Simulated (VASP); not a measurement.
A run of VASP 6.6.1 is set up as follows.

INCAR

```
ALGO = Fast ; EDIFF = 1E-6
EDIFFG = -0.01 ; ENCUT = 600
GGA = PE ; IBRION = 2
ISIF = 3 ; ISMEAR = 0
LASPH = True ; LCHARG = False
LREAL = False ; LWAVE = False
NELM = 80 ; NSW = 100
PREC = Accurate ; SIGMA = 0.1
```

Contents of KPOINTS:

```
k-points
0
Gamma
  8 8 8
```

The input POSCAR:

```
LiHg2
1.0
    0.0000000000      4.1964094497      4.1964094497
    4.1964094497      0.0000000000      4.1964094497
    4.1964094497      4.1964094497      0.0000000000
Li Hg
2 4
Direct
    0.5000000000      0.5000000000      0.5000000000
    0.7500000000      0.7500000000      0.7500000000
    0.1250000000      0.1250000000      0.1250000000
    0.6250000000      0.1250000000      0.1250000000
    0.1250000000      0.1250000000      0.6250000000
    0.1250000000      0.6250000000      0.1250000000
```

Potentials or basis: VASP PAW PBE potentials, release 64 (Li_sv, Hg).

Run with:

```console
$ cat potpaw_PBE.64/Li_sv/POTCAR potpaw_PBE.64/Hg/POTCAR > POTCAR
$ mpirun -np 1 vasp_std > vasp.out
```

(1) Predict the space group after relaxing (to 0.05 Å).

(2) Predict the band gap on the k mesh.

(3) Estimate the relaxed cell.

(4) Predict the relaxed volume.

Answers

(1) Fd-3m (No. 227).

(2) zero (band 27 reaches 2.97 eV, above the bottom of band 28 at 1.13 eV).

(3) a = 5.964 Å, b = 5.964 Å, c = 5.964 Å, α = 60.00°, β = 60.00°, γ = 60.00°.

(4) 25.00 Å³/atom.

Caveat: the cutoff is under 1.25 times the usual one of these potentials, so pressure, stress and relaxed cells hold a basis-set (Pulay) error; spin-orbit coupling is left out, which moves the levels of the heavy elements.
